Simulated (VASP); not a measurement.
Wanted: the native input for a VASP 6.6.1 run.

```
Task                   : single point
Functional             : PBE
Potentials or basis    : VASP PAW PBE potentials, release 64 (Hf_pv, O)
Cutoff                 : 520 eV
k mesh                 : 5 × 5 × 4
Occupations            : gaussian, width 0.01 eV
Spin                   : no spin polarisation
Dipole correction      : no
Further INCAR settings : ALGO = Normal; EDIFF = 1e-07; NBANDS = 31
```

The structure of HfO2 lies in POSCAR:

```
HfO2
1.0
    3.5580193300      0.0000000000      0.0000000000
    0.0000000000      3.5580193300      0.0000000000
    0.0000000000      0.0000000000      5.1718612100
Hf O
2 4
Direct
    0.5000000014      0.5000000014      0.5000000010
    0.0000000000      0.0000000000      0.0000000000
    0.0000000000      0.5000000014      0.6972078800
    0.5000000014      0.0000000000      0.8027921209
    0.5000000014      0.0000000000      0.3027921200
    0.0000000000      0.5000000014      0.1972078791
```

These files were run (other wordings do the same):

INCAR

```
SYSTEM = HfO2
PREC = Accurate
ENCUT = 520
EDIFF = 1E-7
ISMEAR = 0
SIGMA = 0.01
LREAL = .FALSE.
LASPH = .TRUE.
NELM = 80
ALGO = Normal
ISIF = 2
LWAVE = .FALSE.
LCHARG = .FALSE.
GGA = PE
NBANDS = 31
```

KPOINTS

```
Automatic mesh
0
G
  5 5 4
  0 0 0
```

Potentials or basis: VASP PAW PBE potentials, release 64 (Hf_pv, O).

The run is started by

```console
$ cat potpaw_PBE.64/Hf_pv/POTCAR potpaw_PBE.64/O/POTCAR > POTCAR
$ mpirun -np 1 vasp_std > vasp.out
```

It gave:

```
Pressure               : 6.5 GPa
Largest force          : 0.099 eV/Å
Band gap on the k mesh : 4.76 eV, indirect (least direct gap 4.83 eV)
```

Caveat: spin-orbit coupling is left out, which moves the levels of the heavy elements.

It took 30 s on 1 thread of Intel(R) Xeon(R) Platinum 8375C CPU @ 2.90GHz (Ice Lake) (shared host), peak memory 0.19 GiB.
